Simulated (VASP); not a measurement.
A run of VASP 6.6.1:

Contents of INCAR:

```
SYSTEM = FeCo3
PREC = Accurate ; ENCUT = 520
EDIFF = 1E-6 ; ISMEAR = 0
SIGMA = 0.1 ; LREAL = .FALSE.
LASPH = .TRUE. ; NELM = 80
ALGO = Normal ; ISIF = 2
LWAVE = .FALSE. ; LCHARG = .FALSE.
GGA = PS ; NBANDS = 26
```

Contents of KPOINTS:

```
Automatic mesh
0
G
  12 12 12
  0 0 0
```

The input POSCAR:

```
FeCo3
1.0
    3.4387848610      0.0000000000      0.0000000000
    0.0000000000      3.4387848610      0.0000000000
    0.0000000000      0.0000000000      3.4387848610
Fe Co
1 3
Direct
    0.0000000000      0.0000000000      0.0000000000
    0.5000000000      0.5000000000      0.0000000000
    0.5000000000      0.0000000000      0.5000000000
    0.0000000000      0.5000000000      0.5000000000
```

Potentials or basis: VASP PAW PBE potentials, release 64 (Fe, Co).

Command:

```bash
$ cat potpaw_PBE.64/Fe/POTCAR potpaw_PBE.64/Co/POTCAR > POTCAR
$ mpirun -np 1 vasp_std > vasp.out
```

Hardware: 1 thread of Intel(R) Xeon(R) 6975P-C (Granite Rapids), on a shared host.

Question: Estimate the wall time of this run.

Answer: Wall time 39 s on 1 thread of Intel(R) Xeon(R) 6975P-C (Granite Rapids), on a shared host, peak memory 0.21 GiB. Counts: scf iterations 15, k points 84.
